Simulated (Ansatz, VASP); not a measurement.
**One calculation of Sr3Ca, two programs**

```xyz
4
Lattice="-2.9927 2.9927 5.9567 2.9927 -2.9927 5.9567 2.9927 2.9927 -5.9567" Properties=species:S:1:pos:R:3 pbc="T T T"
Sr    0.0000    2.9927    2.9784
Sr    2.9927    0.0000    2.9784
Sr    0.0000    0.0000    5.9567
Ca    0.0000    0.0000    0.0000
```

Alike in both runs: task single point; functional LDA; k mesh 6 × 6 × 6; no spin polarisation.

```csv
,VASP,Ansatz
version,VASP 6.6.1,Ansatz 0.2.0
potentials or method,"VASP PAW LDA potentials, release 64 (Sr_sv, Ca_sv), cutoff 520 eV","plane waves, PAW"
occupations,"methfessel-paxton of order 1, width 0.05 eV","cold, width 0.05 eV"
valence electrons in the cell,40,40
```

```csv
,VASP,Ansatz,Ansatz less VASP
pressure (GPa),-1.8,-1.8,+0.01
```

LDA's correlation is that of Perdew and Zunger in VASP and of Perdew and Wang (1992) in Ansatz.
